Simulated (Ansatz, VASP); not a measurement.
**Li3ZrN2: VASP beside Ansatz**

```
Li Zr N
1.0
     3.24260    0.00000    0.00000
    -1.62130    2.80817    0.00000
     0.00000    0.00000    7.88609
Li Zr N
3 1 2
Direct
  0.66667 0.33333 0.88488
  0.66667 0.33333 0.11512
  0.66667 0.33333 0.50000
  0.33333 0.66667 0.00000
  0.33333 0.66667 0.32855
  0.33333 0.66667 0.67145
```

Alike in both runs: task relaxation of cell and atoms; functional PBE; k mesh 6 × 6 × 2; occupations gaussian, width 0.1 eV; no spin polarisation.

|  | VASP | Ansatz |
| --- | --- | --- |
| version | VASP 6.6.1 | Ansatz 0.2.0 |
| potentials or method | VASP PAW PBE potentials, release 64 (Li_sv, Zr_sv, N), cutoff 600 eV | scalar-relativistic, plane waves, PAW |
| valence electrons in the cell | 31 | 31 |

VASP gave:

| Property | Result |
| --- | --- |
| gap on the k mesh at the Fermi level, each at its own relaxed structure (eV) | none |
| relaxed volume (Å³/atom) | 14.36 |
| relaxed cell length with the largest relative difference (Å) | 3.459 |

**Question.** Which values does Ansatz return?

**Answer.** gap on the k mesh at the Fermi level, each at its own relaxed structure (eV): none; relaxed volume (Å³/atom): 14.21; relaxed cell length with the largest relative difference (Å): 3.443.

A gap of «none» marks a metal or a gap that the smearing closes.

The k mesh is coarse, so the values compare programs but aren't converged. Noted on VASP's run: the cutoff is short for stress, so the pressure is rough; the volume moved by over 15 % at a fixed basis, so the end points are rough.
